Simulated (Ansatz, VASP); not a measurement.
Two plane-wave programs on Au

```xyz
1
Lattice="0.0000 2.0350 2.0350 2.0350 0.0000 2.0350 2.0350 2.0350 0.0000" Properties=species:S:1:pos:R:3 pbc="T T T"
Au    0.0000    0.0000    0.0000
```

Alike in both runs: task relaxation of cell and atoms; functional PBEsol; k mesh 26 × 26 × 26; occupations fermi-dirac, width 0.08 eV; no spin polarisation.

|  | VASP | Ansatz |
| --- | --- | --- |
| version | VASP 6.6.1 | Ansatz 0.2.0 |
| potentials or method | VASP PAW PBE potentials, release 64 (Au) | PAW with Ansatz's default frozen-core files, scalar-relativistic |
| plane-wave cutoff (eV) | 600 | 420 |
| valence electrons in the cell | 11 | 19 |

```tsv
	VASP	Ansatz	Ansatz less VASP
relaxed volume (Å³/atom)	17.00	17.02	+0.020
relaxed cell length with the largest relative difference (Å)	2.886	2.887	+0.0011
```

VASP's potentials were made for PBE, not for PBEsol. VASP's potentials hold 11 valence electrons a cell and Ansatz's 19, so a difference there can come from the potentials and not from the codes.

Neither program's run includes spin-orbit coupling.
